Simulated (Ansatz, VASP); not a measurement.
Two plane-wave programs on Sb

```xyz
2
Lattice="4.0685 0.0000 0.0000 -2.0343 3.5234 0.0000 0.0000 0.0000 27.1000" Properties=species:S:1:pos:R:3 pbc="T T T"
Sb    0.0000    2.3489    7.0000
Sb    2.0343    1.1745    8.6500
```

Alike in both runs: functional PBE; dispersion D3(BJ); k mesh 12 × 12 × 1; occupations gaussian, width 0.03 eV; no spin polarisation.

Ansatz relaxed the structure, and its values are those at the end. VASP's run is a single point on that final structure, the one shown.

```csv
,VASP,Ansatz
version,VASP 6.6.1,Ansatz 0.2.0
potentials or method,"VASP PAW PBE potentials, release 64 (Sb), cutoff 400 eV","scalar-relativistic, plane waves, PAW"
valence electrons in the cell,10,30
```

```tsv
	VASP	Ansatz	Ansatz less VASP
gap on the k mesh at the Fermi level (eV)	1.19	1.18	-0.007
least direct gap on the mesh (eV)	1.64	1.67	+0.029
rms of the force components (eV/Å)	0.052	0.002	-0.0502
```

VASP's potentials hold 10 valence electrons a cell and Ansatz's 30, so a difference there can come from the potentials and not from the codes. Ansatz's warnings: slab cell height set, structure snapped to symmetry.

Neither program's run includes spin-orbit coupling.
